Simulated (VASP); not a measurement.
## CaS (Oldhamite): single point with PBEsol

The system is CaS (Oldhamite).

```
Ca S
1.0
     2.81717    2.81717    0.00000
    -2.81717    2.81717    0.00000
     0.00000    2.81717    2.81717
Ca S
1 1
Cartesian
  0.0000 0.0000 0.0000
  0.0000 2.8172 0.0000
```

```
Program                : VASP 6.6.1
Task                   : single point
Functional             : PBEsol
Potentials or basis    : VASP PAW PBE potentials, release 64 (Ca_sv, S)
Cutoff                 : 500 eV
k mesh                 : 8 × 8 × 8
Occupations            : gaussian, width 0.01 eV
Spin                   : no spin polarisation
Dipole correction      : no
Further INCAR settings : ALGO = Normal; EDIFF = 1e-06; NBANDS = 15
```

```
Pressure               : 0.2 GPa
Band gap on the k mesh : 2.15 eV, indirect (least direct gap 3.00 eV)
```

Levels at points of the mesh, in eV from the valence-band top:
| k point | band 4 | band 5 | band 6 | band 7 | band 8 | band 9 | band 10 | band 11 | band 12 | band 13 |
| --- | --- | --- | --- | --- | --- | --- | --- | --- | --- | --- |
| (0.00, 0.00, 0.00) | -19.95 | -11.44 | 0.00 | 0.00 | 0.00 | 4.08 | 4.08 | 4.08 | 4.17 | 4.73 |
| (0.50, 0.00, 0.00) | -19.97 | -10.53 | -3.28 | -1.25 | -1.25 | 5.12 | 6.12 | 6.26 | 6.26 | 8.37 |
| (0.50, 0.50, 0.00) | -20.01 | -10.77 | -2.39 | -0.84 | -0.84 | 2.15 | 5.64 | 6.05 | 6.90 | 6.90 |

It used 31 s of CPU time on 1 thread of AMD EPYC 7R13 Processor (Zen 3) (shared host).

Caveat: the PAW data sets were made with another functional, which shifts forces and pressure a little. PBEsol gaps usually lie below the measured ones, often by a third to a half.
